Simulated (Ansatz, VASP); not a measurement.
One calculation of ZnSe, two programs

```
CELL_PARAMETERS angstrom
0.00000 2.81997 2.81997
2.81997 0.00000 2.81997
2.81997 2.81997 0.00000
ATOMIC_POSITIONS crystal
Zn 0.00000 0.00000 0.00000
Se 0.75000 0.75000 0.75000
```

Alike in both runs: task single point; functional r2SCAN; dispersion rVV10; k mesh 8 × 8 × 8; occupations gaussian, width 0.05 eV; no spin polarisation.

|  | VASP | Ansatz |
| --- | --- | --- |
| version | VASP 6.6.1 | Ansatz 0.2.0 |
| potentials or method | VASP PAW PBE potentials, release 64 (Zn, Se), cutoff 520 eV | scalar-relativistic, plane waves, PAW |
| valence electrons in the cell | 18 | 28 |

|  | VASP | Ansatz | Ansatz less VASP |
| --- | --- | --- | --- |
| gap on the k mesh at the Fermi level (eV) | 1.89 | 1.88 | -0.005 |
| least direct gap on the mesh (eV) | 1.89 | 1.88 | -0.005 |
| pressure (GPa) | 0.3 | 0.0 | -0.26 |

VASP's potentials were made for PBE, not for r2SCAN. VASP's potentials hold 18 valence electrons a cell and Ansatz's 28, so a difference there can come from the potentials and not from the codes.
